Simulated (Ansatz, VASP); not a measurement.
One calculation of TiSi, two programs

File POSCAR:

```
TiSi
1.0
    6.5016463476      0.0000000000      0.0000000000
    0.0000000000      3.6354765989      0.0000000000
    0.0000000000      0.0000000000      5.1378338921
Ti Si
4 4
Direct
    0.6759929500      0.2500000000      0.3713850054
    0.3240070500      0.7500000000      0.6286149946
    0.8240070500      0.7500000000      0.8713850054
    0.1759929500      0.2500000000      0.1286149946
    0.5438874468      0.2500000000      0.8553463000
    0.4561125532      0.7500000000      0.1446537000
    0.9561125532      0.7500000000      0.3553463000
    0.0438874468      0.2500000000      0.6446537000
```

INCAR.step1

```
PREC = Accurate
ENCUT = 520
ISMEAR = 0
SIGMA = 0.15
LREAL = F
LASPH = T
NELM = 100
NBANDS = 42
GGA = PE
ALGO = Normal
EDIFF = 1E-4
LWAVE = T
LCHARG = F
```

INCAR.step2

```
PREC = Accurate
ENCUT = 520
EDIFF = 1E-6
ISMEAR = 0
SIGMA = 0.15
LREAL = F
LASPH = T
NELM = 100
ALGO = Normal
ISIF = 2
LWAVE = F
LCHARG = T
METAGGA = R2SCAN
LMIXTAU = T
LELF = T
LVHAR = T
NBANDS = 42
ISTART = 1
```

File KPOINTS:

```
Automatic mesh
0
Gamma
  6 12 8
```

Input for Ansatz:

```yaml
crystal:
  lattice:
    - [6.5016463476, 0.0, 0.0]
    - [0.0, 3.6354765989, 0.0]
    - [0.0, 0.0, 5.1378338921]
  atoms:
    - { symbol: Ti, position: [0.67599295, 0.25, 0.3713850054] }
    - { symbol: Ti, position: [0.32400705, 0.75, 0.6286149946] }
    - { symbol: Ti, position: [0.82400705, 0.75, 0.8713850054] }
    - { symbol: Ti, position: [0.17599295, 0.25, 0.1286149946] }
    - { symbol: Si, position: [0.5438874468, 0.25, 0.8553463] }
    - { symbol: Si, position: [0.4561125532, 0.75, 0.1446537] }
    - { symbol: Si, position: [0.9561125532, 0.75, 0.3553463] }
    - { symbol: Si, position: [0.0438874468, 0.25, 0.6446537] }
basis:
  ecutwfc: 500
kpoints:
  mp_grid: { grid: [6, 12, 8] }
hamiltonian:
  xc: r2scan
scf:
  occupations: { method: gaussian, width: 0.15 }
output:
  forces: true
  stress: true
  eigenvalues: true
```

Change from the starting cell: strain +0.000 along x and y, +0.030 along z, atoms carried along.

Alike in both runs: task single point; functional r2SCAN; k mesh 6 × 12 × 8; occupations gaussian, width 0.15 eV; no spin polarisation.

|  | VASP | Ansatz |
| --- | --- | --- |
| version | VASP 6.6.1 | Ansatz 0.2.0 |
| potentials or method | VASP PAW PBE potentials, release 64 (Ti_sv, Si), cutoff 520 eV | scalar-relativistic, plane waves, PAW |
| valence electrons in the cell | 64 | 64 |

Ansatz gave:

```
gap on the k mesh at the Fermi level (eV)                     : none
pressure (GPa)                                                : -4.3
traceless stress, the component that is largest in VASP (GPa) : -5.06
rms of the force components (eV/Å)                            : 0.073
```

Estimate VASP's values.

gap on the k mesh at the Fermi level (eV): none; pressure (GPa): -4.0; traceless stress, the component that is largest in VASP (GPa): -5.04; rms of the force components (eV/Å): 0.074.

VASP's potentials were made for PBE, not for r2SCAN. Atom by atom the forces differ by 0.004 eV/Å (rms over components). A gap of «none» marks a metal or a gap that the smearing closes. With one functional, cell and mesh, what is left measures potentials, basis and numerics.
